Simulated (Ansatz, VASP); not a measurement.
# Two plane-wave programs on GaSb

```
CELL_PARAMETERS angstrom
0.00000 2.98252 3.05900
2.98252 0.00000 3.05900
2.98252 2.98252 0.00000
ATOMIC_POSITIONS crystal
Ga 0.00000 0.00000 0.00000
Sb 0.25000 0.25000 0.25000
```

Alike in both runs: task single point; functional PBE; k mesh 5 × 5 × 5; occupations gaussian, width 0.02 eV; no spin polarisation.

```csv
,VASP,Ansatz
version,VASP 6.6.1,Ansatz 0.2.0
potentials or method,"VASP PAW PBE potentials, release 64 (Ga_d, Sb), cutoff 500 eV","plane waves, PAW"
valence electrons in the cell,18,28
```

Ansatz gave:

| Property | Result |
| --- | --- |
| pressure (GPa) | 5.5 |
| traceless stress, the component that is largest in VASP (GPa) | -0.80 |

Q: Estimate VASP's values.

A: Pressure (GPa): 5.6; traceless stress, the component that is largest in VASP (GPa): -0.80.

The functional is the same, so the differences come from potentials, cutoffs and numerics. VASP's potentials hold 18 valence electrons a cell and Ansatz's 28, so a difference there can come from the potentials and not from the codes. Ansatz's warnings: stress scf threshold loose.

Spin-orbit coupling is off throughout.
